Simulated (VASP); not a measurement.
A run of VASP 6.6.1 is set up as follows.

INCAR

```
SYSTEM = KY3Hg
  ALGO = Fast
  EDIFF = 1E-6
  EDIFFG = -0.04
  ENCUT = 600
  GGA = PE
  IBRION = 2
  ISIF = 3
  ISMEAR = 0
  LASPH = .TRUE.
  LCHARG = .FALSE.
  LREAL = .FALSE.
  LWAVE = .FALSE.
  NELM = 100
  NSW = 90
  PREC = Accurate
  SIGMA = 0.1
```

Contents of KPOINTS:

```
k-points
0
G
  4 4 4
  0 0 0
```

File POSCAR:

```
KY3Hg
1.0
    5.5651462800      0.0000000000      0.0000000000
    0.0000000000      5.5651462800      0.0000000000
    0.0000000000      0.0000000000      5.3074850800
K Y Hg
1 3 1
Direct
    0.5000000000      0.5000000000      0.0000000000
    0.0000000000      0.5000000000      0.0000000000
    0.5000000000      0.0000000000      0.0000000000
    0.0000000000      0.0000000000      0.0000000000
    0.5000000000      0.5000000000      0.5000000000
```

Potentials or basis: VASP PAW PBE potentials, release 64 (K_sv, Y_sv, Hg).

The run is started by

```console
$ cat potpaw_PBE.64/K_sv/POTCAR potpaw_PBE.64/Y_sv/POTCAR potpaw_PBE.64/Hg/POTCAR > POTCAR
$ mpirun -np 1 vasp_std > vasp.out
```

Q: What does it give for the relaxed cell?

A: a = 6.591 Å, b = 6.591 Å, c = 5.934 Å, α = 90.00°, β = 90.00°, γ = 90.00°.

Q: Estimate the space group after relaxing (to 0.1 Å).

A: P4/mmm (No. 123).

Q: Estimate the band gap on the k mesh.

A: Zero (bands 27 and 28 overlap by 0.72 eV).

Q: Estimate the relaxed volume.

A: 51.56 Å³/atom.

Stress tensor (GPa, compression positive):
```
 0.11  0.00  0.00
 0.00  0.11  0.00
 0.00  0.00 -0.03
```

Caveat: the volume moved by over 15 % at a fixed basis, so the end points are rough; spin-orbit coupling is left out, which moves the levels of the heavy elements.
